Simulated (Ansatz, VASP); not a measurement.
**Pt in VASP and in Ansatz**

INCAR

```
SYSTEM = Pt
PREC = Accurate ; ENCUT = 520
EDIFF = 1E-7 ; ISMEAR = 0
SIGMA = 0.15 ; LREAL = .False.
LASPH = .True. ; NELM = 60
ALGO = Fast ; ISIF = 2
LWAVE = .False. ; LCHARG = .False.
GGA = PS ; NBANDS = 50
```

The input KPOINTS:

```
Automatic mesh
0
Gamma
  8 8 8
  0 0 0
```

The input POSCAR:

```
Pt
1.0
   -2.7698484341      0.0069926609      4.6764071705
   -2.7975245420      0.0983277466     -4.6924312205
    2.8748966365     -4.8688784709      0.0538088687
Pt
8
Direct
    0.4979182983      0.7755791181      0.3085153581
    0.5756841861      0.8185718619      0.8443830609
    0.0499705924      0.3003697424      0.3661369115
    0.0662292813      0.2705559605      0.8202744779
    0.4525725380      0.2110165433      0.1519702874
    0.4835116701      0.2227319186      0.6798569025
    0.9061067671      0.7042629705      0.1871884277
    0.9680066666      0.6969118847      0.6416745739
```

Input for Ansatz:

```yaml
crystal:
  lattice:
    - [-2.7698484341, 0.0069926609, 4.6764071705]
    - [-2.797524542, 0.0983277466, -4.6924312205]
    - [2.8748966365, -4.8688784709, 0.0538088687]
  atoms:
    - { symbol: Pt, position: [0.4979182983, 0.7755791181, 0.3085153581] }
    - { symbol: Pt, position: [0.5756841861, 0.8185718619, 0.8443830609] }
    - { symbol: Pt, position: [0.0499705924, 0.3003697424, 0.3661369115] }
    - { symbol: Pt, position: [0.0662292813, 0.2705559605, 0.8202744779] }
    - { symbol: Pt, position: [0.452572538, 0.2110165433, 0.1519702874] }
    - { symbol: Pt, position: [0.4835116701, 0.2227319186, 0.6798569025] }
    - { symbol: Pt, position: [0.9061067671, 0.7042629705, 0.1871884277] }
    - { symbol: Pt, position: [0.9680066666, 0.6969118847, 0.6416745739] }
basis:
  ecutwfc: 420
kpoints:
  mp_grid: { grid: [8, 8, 8] }
hamiltonian:
  xc: pbesol
scf:
  occupations: { method: gaussian, width: 0.15 }
output:
  forces: true
  stress: true
  eigenvalues: true
```

Change from the starting cell: all atoms moved at random, sigma 0.25 Å a component, cell strained at random, sigma 0.03.

Alike in both runs: task single point; functional PBEsol; k mesh 8 × 8 × 8; occupations gaussian, width 0.15 eV; no spin polarisation.

|  | VASP | Ansatz |
| --- | --- | --- |
| version | VASP 6.6.1 | Ansatz 0.2.0 |
| potentials or method | VASP PAW PBE potentials, release 64 (Pt), cutoff 520 eV | scalar-relativistic, plane waves, PAW |
| valence electrons in the cell | 80 | 144 |

Ansatz gave:

* gap on the k mesh at the Fermi level (eV): none
* pressure (GPa): -2.4
* traceless stress, the component that is largest in VASP (GPa): -2.26
* rms of the force components (eV/Å): 1.033

What did VASP give for the same quantities?

gap on the k mesh at the Fermi level (eV): none; pressure (GPa): -2.8; traceless stress, the component that is largest in VASP (GPa): -2.22; rms of the force components (eV/Å): 1.027.

VASP's potentials were made for PBE, not for PBEsol. Atom by atom the forces differ by 0.006 eV/Å (rms over components). A gap of «none» marks a metal or a gap that the smearing closes. The functional is the same, so the differences come from potentials, cutoffs and numerics. VASP's potentials hold 80 valence electrons a cell and Ansatz's 144, so a difference there can come from the potentials and not from the codes.

Neither program's run includes spin-orbit coupling.
